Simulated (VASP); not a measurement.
# ZnH20Cl2O10 in VASP: notebook

Runs on ZnH20Cl2O10. Level: PBE. Tasks: single point.

Everything below comes from runs of VASP 6.6.1. Logs are shortened: lines on timing, memory, paths and dates and some standing lists are left out, and cuts for length are marked.

## (1) The cell of the first run

The cell holds an amorphous packing of atoms, 33 atoms: a = 6.906 Å, b = 6.906 Å, c = 6.906 Å, α = 90.00°, β = 90.00°, γ = 90.00°.

## (2) Single point, PBE

The input, INCAR:

```
ALGO = Normal
EDIFF = 1E-6
ENCUT = 520
GGA = PE
ISIF = 2
ISMEAR = -1
LASPH = T
LCHARG = F
LREAL = Auto
LWAVE = F
NBANDS = 75
NELM = 60
PREC = Accurate
SIGMA = 0.05
```

The input, KPOINTS:

```
k-points
0
Gamma
  1 1 1
```

The input, POSCAR:

```
ZnH20Cl2O10
1.0
    6.9062330000      0.0000000000      0.0000000000
    0.0000000000      6.9062330000      0.0000000000
    0.0000000000      0.0000000000      6.9062330000
O H Zn Cl
10 20 1 2
Direct
    0.3676389140      0.2939663345      0.3111971461
    0.8706193376      0.8700980694      0.4249060233
    1.1011502218      0.1272908111      0.5556574764
    0.8073286841      0.1855714975      1.0242921141
    0.5002292856      0.8995207662      0.2309218354
    0.9797236786      0.7795856294      0.9841834181
    0.2550015327      0.6481246723      0.3777312465
    0.7814679870      0.4801314986      0.2588820852
    0.3824660998      0.9511697622      0.7812073528
    0.6049462855      0.2080439510      0.5866874170
    0.4717622472      0.2886088552      0.4147123330
    0.4102091545      0.3293691365      0.1833126684
    0.7410407381      0.9076873022      0.3792226529
    0.9430032262      0.9841544587      0.4853731405
    1.1775160207      0.1970683584      0.4546327933
    1.0974144660      0.2282575754      0.6599256063
    0.9121760010      0.2598667030      0.9583806396
    0.8718501099      0.0689377263      1.0644008101
    0.4639432235      1.0382070805      0.2334847376
    0.4928156927      0.8581088996      0.0990409678
    1.0816316218      0.7080126025      0.9136818871
    0.8518971196      0.7306008934      0.9306231052
    0.3395049081      0.7520742494      0.3169745359
    0.3126161541      0.5215868043      0.3432117046
    0.6866550839      0.5217026417      0.1620999465
    0.7958463029      0.3420533307      0.2129525604
    0.2749690026      0.9661707041      0.6981085058
    0.4271938117      0.8182318784      0.7618045901
    0.5281316168      0.1039640568      0.6662387440
    0.6411309899      0.3009020981      0.6751437433
   -0.0044452598      0.6754333368      0.2550449717
    0.6104196021      0.6030494482      0.8818845237
    0.1682248485      0.3979738303      0.9012872864
```

Potentials or basis: VASP PAW PBE potentials, release 64 (O, H, Zn, Cl).

On the command line:

```console
$ cat potpaw_PBE.64/O/POTCAR potpaw_PBE.64/H/POTCAR potpaw_PBE.64/Zn/POTCAR potpaw_PBE.64/Cl/POTCAR > POTCAR
$ mpirun -np 1 vasp_gam > vasp.out
```

OUTCAR:

```text
EDIFF = 1E-6
   ENCUT = 520
   GGA = PE
   ISIF = 2
   ISMEAR = -1
   LASPH = T
   LREAL = Auto
   NELM = 60
   PREC = Accurate

 ion  position               nearest neighbor table
   1  0.368  0.294  0.311-  12 0.96  11 1.01
   2  0.871  0.870  0.425-  13 0.98  14 1.02  31 1.98
   3  0.101  0.127  0.556-  15 1.00  16 1.00
   4  0.807  0.186  0.024-  18 0.96  17 1.00
   5  0.500  0.900  0.231-  20 0.96  19 0.99
   6  0.980  0.780  0.984-  21 0.99  22 1.02  31 2.01
   7  0.255  0.648  0.378-  24 0.99  23 1.02  31 1.99
   8  0.781  0.480  0.259-  25 0.98  26 1.01  31 2.00
   9  0.382  0.951  0.781-  27 0.94  28 0.98
  10  0.605  0.208  0.587-  30 0.92  29 1.05
  11  0.472  0.289  0.415-   1 1.01
  12  0.410  0.329  0.183-   1 0.96
  13  0.741  0.908  0.379-   2 0.98
  14  0.943  0.984  0.485-   2 1.02
  15  0.178  0.197  0.455-   3 1.00
  16  0.097  0.228  0.660-   3 1.00
[... 12 lines left out ...]
  29  0.528  0.104  0.666-  10 1.05
  30  0.641  0.301  0.675-  10 0.92
  31  0.996  0.675  0.255-   2 1.98   7 1.99   8 2.00   6 2.01
  32  0.610  0.603  0.882-
  33  0.168  0.398  0.901-

  LATTYP: Found a simple cubic cell.
 ALAT       =     6.9062330000

  Lattice vectors:

 A1 = (   6.9062330000,   0.0000000000,   0.0000000000)
 A2 = (   0.0000000000,   6.9062330000,   0.0000000000)
 A3 = (   0.0000000000,   0.0000000000,   6.9062330000)

Analysis of symmetry for initial positions (statically):
=====================================================================
 Subroutine PRICEL returns:
 Original cell was already a primitive cell.

 Routine SETGRP: Setting up the symmetry group for a
 simple cubic supercell.

 Subroutine GETGRP returns: Found  1 space group operations
 (whereof  1 operations were pure point group operations)
 out of a pool of 48 trial point group operations.

The static configuration has the point symmetry C_1 .

Analysis of symmetry for dynamics (positions and initial velocities):
=====================================================================
 Subroutine PRICEL returns:
 Original cell was already a primitive cell.

 Routine SETGRP: Setting up the symmetry group for a
 simple cubic supercell.

 Subroutine GETGRP returns: Found  1 space group operations
 (whereof  1 operations were pure point group operations)
 out of a pool of 48 trial point group operations.

[... 139 lines left out ...]
   LREAL  =      T    real-space projection
   EDIFFG = 0.1E-04   stopping-criterion for IOM
   NSW    =      0    number of steps for IOM
   IBRION =     -1    ionic relax: 0-MD 1-quasi-New 2-CG
   NFREE  =      0    steps in history (QN), initial steepest desc. (CG)
   ISIF   =      2    stress and relaxation
   ISYM   =      2    0-nonsym 1-usesym 2-fastsym
   POTIM  = 0.5000    time-step for ionic-motion
   TEBEG  =    0.0;   TEEND  =   0.0 temperature during run
   PSTRESS=    0.0 pullay stress
   NELECT =     106.0000    total number of electrons
   NUPDOWN=      -1.0000    fix difference up-down
   EMIN   =  10.00;   EMAX   =-10.00  energy-range for DOS
   EFERMI =   0.00;   METHOD = LEGACY
   ISMEAR =    -1;   SIGMA  =   0.05  broadening in eV -4-tet -1-fermi 0-gaus
   EFERMI_NEDOS =   21; number of points for ismear=-14 and -15
   IALGO  =     38    algorithm
   IMIX   =      4    mixing-type and parameters
     AMIX     =   0.40;   BMIX     =  1.00
     AMIX_MAG =   1.60;   BMIX_MAG =  1.00
  volume/ion in A,a.u.               =       9.98        67.36
  Fermi-wavevector in a.u.,A,eV,Ry     =   1.121852  2.119993 17.123638  1.258552
  Thomas-Fermi vector in A             =   2.258508
   LORBIT       =      0    0 simple, 1 ext, 2 COOP (PROOUT), +10 PAW based schemes
   GGA     = PE    functional components
   LHFCALC =     F    Hartree Fock is set to
   AEXX    =    0.0000 exact exchange contribution
   IVDW    =     0    specifies the selected vdW correction
   LEPSILON=     F    determine dielectric tensor
   LRPA    =     F    only Hartree local field effects (RPA)
 non-spin polarized calculation
  energy-cutoff  :      520.00
  volume of cell :      329.40
 maximum number of plane-waves:      4415
 NGX is ok and might be reduce to    50
   NGX = 25   NGY = 25   NGZ = 25

 number of electron     106.0000020 magnetization

 Free energy of the ion-electron system (eV)
  ---------------------------------------------------
  ext. energy  EPLUGINS =         0.00000000
  ---------------------------------------------------
  free energy    TOTEN  =      -153.80234907 eV

  energy without entropy =     -153.80234907  energy(sigma->0) =     -153.80234907

 E-fermi :  -0.4589     XC(G=0):  -7.6673

 val. band max:       -1.6597415677   @ k =   0.0000   0.0000   0.0000
 cond. band min:       1.9710651103   @ k =   0.0000   0.0000   0.0000
 fundamental gap:      3.6308066780
 Fermi energy:        -0.4589276890

 k-point     1 :       0.0000    0.0000    0.0000
  band No.  band energies     occupation
      1     -22.4088      2.00000
      2     -21.9137      2.00000
      3     -21.8643      2.00000
      4     -21.6751      2.00000
      5     -21.6327      2.00000
      6     -21.5152      2.00000
[... 57 lines left out ...]
     64       7.0568      0.00000
     65       7.3546      0.00000
 [bands above 65 left out]

------------------------ aborting loop because EDIFF is reached ----------------------------------------

  FORCE on cell =-STRESS in cart. coord.  units (eV):
  Direction    XX          YY          ZZ          XY          YZ          ZX
  --------------------------------------------------------------------------------------
  -------------------------------------------------------------------------------------
  Total        6.1153887      5.9864576      3.8865895     -2.2546313      1.0986614      1.3751049
  in kB       29.7447944     29.1176828     18.9040813    -10.9663585      5.3438072      6.6884075
  external PRESSURE =      25.9221862 kB  Pullay stress =       0.0000000 kB

 VOLUME and BASIS-vectors are now :
 -----------------------------------------------------------------------------
  energy-cutoff  :      520.00
  volume of cell :      329.40
      direct lattice vectors                 reciprocal lattice vectors
     6.906233000  0.000000000  0.000000000     0.144796737  0.000000000  0.000000000
     0.000000000  6.906233000  0.000000000     0.000000000  0.144796737  0.000000000
     0.000000000  0.000000000  6.906233000     0.000000000  0.000000000  0.144796737

 POSITION                                       TOTAL-FORCE (eV/Angst)
 -----------------------------------------------------------------------------------
      2.53900      2.03020      2.14920        -0.441378     -0.191031      0.491022
      6.01270      6.00910      2.93450        -0.133606      0.095491     -0.081923
      0.69857      0.87910      3.83750         0.367326      0.784052     -0.313359
      5.57560      1.28160      0.16777        -0.391685      0.396645      0.269270
      3.45470      6.21230      1.59480        -0.065485      0.656044      1.284974
      6.76620      5.38400      6.79700         0.222083      0.581483      0.328654
[... 25 lines left out ...]
      4.21570      4.16480      6.09050         0.015300      0.053752      0.037380
      1.16180      2.74850      6.22450        -0.067470     -0.007245     -0.085131
 -----------------------------------------------------------------------------------
    total drift:                                0.009149      0.006380     -0.000541

  FREE ENERGIE OF THE ION-ELECTRON SYSTEM (eV)
  ---------------------------------------------------
  free  energy   TOTEN  =      -153.8023490708 eV

  energy  without entropy=     -153.8023490707  energy(sigma->0) =     -153.80234907
```

OSZICAR:

```text
N       E                     dE             d eps       ncg     rms          rms(c)
DAV:   1     0.113004249963E+04    0.11300E+04   -0.57265E+04   150   0.142E+03
DAV:   2    -0.273647785891E+02   -0.11574E+04   -0.11016E+04   190   0.359E+02
DAV:   3    -0.163964155323E+03   -0.13660E+03   -0.13526E+03   169   0.145E+02
DAV:   4    -0.168164475918E+03   -0.42003E+01   -0.41802E+01   188   0.282E+01
DAV:   5    -0.168226681769E+03   -0.62206E-01   -0.62078E-01   180   0.347E+00    0.241E+01
DAV:   6    -0.153852141593E+03    0.14375E+02   -0.43732E+01   204   0.381E+01    0.101E+01
DAV:   7    -0.153888792986E+03   -0.36651E-01   -0.52918E+00   180   0.895E+00    0.673E+00
DAV:   8    -0.153843967307E+03    0.44826E-01   -0.11484E+00   228   0.844E+00    0.158E+00
DAV:   9    -0.153796433574E+03    0.47534E-01   -0.22981E-01   228   0.718E+00    0.648E-01
DAV:  10    -0.153800446074E+03   -0.40125E-02   -0.87582E-02   204   0.126E+00    0.264E-01
DAV:  11    -0.153801494834E+03   -0.10488E-02   -0.53566E-03   188   0.426E-01    0.154E-01
DAV:  12    -0.153802327300E+03   -0.83247E-03   -0.25107E-03   188   0.458E-01    0.752E-02
DAV:  13    -0.153802367019E+03   -0.39719E-04   -0.93353E-04   212   0.428E-01    0.506E-02
DAV:  14    -0.153802356157E+03    0.10862E-04   -0.21639E-04   196   0.774E-02    0.264E-02
DAV:  15    -0.153802349470E+03    0.66865E-05   -0.90361E-05   228   0.120E-01    0.101E-02
DAV:  16    -0.153802348895E+03    0.57550E-06   -0.17420E-05   196   0.246E-02    0.334E-03
DAV:  17    -0.153802349071E+03   -0.17623E-06   -0.26927E-06   156   0.103E-02
   1 F= -.15380235E+03 E0= -.15380235E+03  d E =-.930040E-10
```

stdout:

```text
POSCAR found type information on POSCAR O H ZnCl
 POSCAR found :  4 types and      33 ions
 scaLAPACK will be used
 LDA part: xc-table for (Slater+PW92), standard interpolation
 POSCAR, INCAR and KPOINTS ok, starting setup
 FFT: planning ... GRIDC
 FFT: planning ... GRID_SOFT
 FFT: planning ... GRID
 WAVECAR not read
 entering main loop
```

Wall time 75 s (1 thread of Intel Xeon 6975P-C, shared host); peak memory 0.38 GiB.

Results:

| Item | Value |
| --- | --- |
| Free energy | -153.8023 eV |
| Pressure | 2.6 GPa |
| Largest force | 3.986 eV/Å |
| Band gap on the k mesh | 3.63 eV |

Forces in eV/Å, atoms in the order of the input:
```
O   -0.441 -0.191  0.491
O   -0.134  0.095 -0.082
O    0.367  0.784 -0.313
O   -0.392  0.397  0.269
O   -0.065  0.656  1.285
O    0.222  0.581  0.329
O   -0.591  1.025 -0.369
O    0.174 -0.463  0.861
O    1.369 -0.090  0.870
O   -1.662 -3.211 -1.679
H    0.649 -0.278  0.185
H    0.236  0.052 -0.860
H    0.070  0.036  0.165
H   -0.142 -0.074 -0.175
H   -0.282 -0.556  0.045
H   -0.137 -0.294  0.257
H    0.134  0.070  0.045
H    0.327 -0.737 -0.054
H   -0.132 -0.329 -0.018
H    0.207 -0.276 -1.467
H   -0.088 -0.300 -0.093
H   -0.144 -0.193 -0.179
H    0.150 -0.141  0.386
H   -0.012 -0.558  0.158
H   -0.327  0.619 -0.749
H    0.497  0.063 -0.223
H   -1.734  0.562 -1.092
H    0.395 -0.347  0.179
H    0.680  0.985 -0.511
H    0.847  2.366  2.215
Zn   0.010 -0.299  0.172
Cl   0.015  0.054  0.037
Cl  -0.067 -0.007 -0.085
```

Levels at points of the mesh, in eV from the valence-band top:
| k point | band 49 | band 50 | band 51 | band 52 | band 53 | band 54 | band 55 | band 56 | band 57 | band 58 |
| --- | --- | --- | --- | --- | --- | --- | --- | --- | --- | --- |
| (0.00, 0.00, 0.00) | -0.81 | -0.72 | -0.47 | -0.37 | 0.00 | 3.63 | 6.29 | 6.61 | 7.28 | 7.44 |

Caveat: the k points lie up to 0.91 Å⁻¹ apart.

(Part 1 of 3 ends here.)
